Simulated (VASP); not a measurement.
Set up this calculation in VASP 6.6.1, as the native input.

```yaml
Task: single point
Functional: r2SCAN
Potentials_or_basis: VASP PAW PBE potentials, release 64 (Ti_sv)
Cutoff: 520 eV
k_mesh: 22 × 22 × 22
Occupations: gaussian, width 0.15 eV
Spin: no spin polarisation
Dipole_correction: no
Further_INCAR_settings: ALGO = Normal; EDIFF = 1e-07; NBANDS = 12
```

Ti:

```
Ti
1.0
    -1.46204    1.46204    2.06732
     1.46204   -1.46204    2.06732
     1.46204    1.46204   -2.06732
Ti
1
Direct
  0.00000 0.00000 0.00000
```

This isn't the form of Ti at room conditions, which is hcp.

This cell differs from its parent crystal: ratio of the length along z to the lengths across it x 1.414, volume and fractional coordinates fixed.

These files were run (other wordings do the same):

POSCAR

```
Ti
1.0
   -1.4620383950      1.4620383950      2.0673222905
    1.4620383950     -1.4620383950      2.0673222905
    1.4620383950      1.4620383950     -2.0673222905
Ti
1
Direct
    0.0000000000      0.0000000000      0.0000000000
```

INCAR.step1

```
SYSTEM = Ti
PREC = Accurate
ENCUT = 520
ISMEAR = 0
SIGMA = 0.15
LREAL = .False.
LASPH = .True.
NELM = 100
NBANDS = 12
GGA = PE
ALGO = Normal
EDIFF = 1E-4
LWAVE = .True.
LCHARG = .False.
```

INCAR.step2

```
SYSTEM = Ti
PREC = Accurate
ENCUT = 520
EDIFF = 1E-7
ISMEAR = 0
SIGMA = 0.15
LREAL = .False.
LASPH = .True.
NELM = 100
ALGO = Normal
ISIF = 2
LWAVE = .False.
LCHARG = .False.
METAGGA = R2SCAN
LMIXTAU = .True.
NBANDS = 12
ISTART = 1
```

KPOINTS

```
regular mesh
0
Gamma
  22 22 22
  0 0 0
```

Potentials or basis: VASP PAW PBE potentials, release 64 (Ti_sv).

Command:

```console
$ cat potpaw_PBE.64/Ti_sv/POTCAR > POTCAR
$ cp INCAR.step1 INCAR
$ mpirun -np 1 vasp_std > vasp.out
$ cp INCAR.step2 INCAR
$ mpirun -np 1 vasp_std > vasp.out
```

It gave:

```
Pressure               : -1.5 GPa
Band gap on the k mesh : zero (bands 6 and 7 overlap by 1.45 eV)
```

Caveat: the PAW data sets were made with another functional, which shifts forces and pressure a little.

Run time: 5.5 min on 1 thread of Intel(R) Xeon(R) 6975P-C (Granite Rapids), on a shared host, peak memory 0.3 GiB.
